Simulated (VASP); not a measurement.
Wanted: the native input for a VASP 6.6.1 run.

| Quantity | Value |
| --- | --- |
| Task | single point |
| Functional | PBEsol |
| Potentials or basis | VASP PAW PBE potentials, release 64 (W_sv) |
| Cutoff | 520 eV |
| k mesh | 26 × 26 × 26 |
| Occupations | gaussian, width 0.15 eV |
| Spin | no spin polarisation |
| Dipole correction | no |
| Further INCAR settings | ALGO = Normal; EDIFF = 1e-06; NBANDS = 13 |

The structure of W lies in POSCAR:

```
W
1.0
    0.0000000000      1.9989957667      1.9989957667
    1.9989957667      0.0000000000      1.9989957667
    1.9989957667      1.9989957667      0.0000000000
W
1
Direct
    0.0000000000      0.0000000000      0.0000000000
```

This isn't the form of W at room conditions, which is bcc.

The input as run:

INCAR

```
  PREC = Accurate
  ENCUT = 520
  EDIFF = 1E-6
  ISMEAR = 0
  SIGMA = 0.15
  LREAL = F
  LASPH = T
  NELM = 100
  ALGO = Normal
  ISIF = 2
  LWAVE = F
  LCHARG = T
  GGA = PS
  LELF = T
  LVHAR = T
  NBANDS = 13
```

KPOINTS

```
regular mesh
0
Gamma
  26 26 26
```

Potentials or basis: VASP PAW PBE potentials, release 64 (W_sv).

Command:

```console
$ cat potpaw_PBE.64/W_sv/POTCAR > POTCAR
$ mpirun -np 1 vasp_std > vasp.out
```

It gave:

- Pressure: 0.6 GPa
- Band gap on the k mesh: zero (bands 7 and 8 overlap by 3.81 eV)

Caveat: the PAW data sets were made with another functional, which shifts forces and pressure a little; spin-orbit coupling is left out, which moves the levels of the heavy elements.

Wall time 39 s on 1 thread of Intel(R) Xeon(R) Platinum 8488C (Sapphire Rapids) (shared host), peak memory 0.22 GiB.
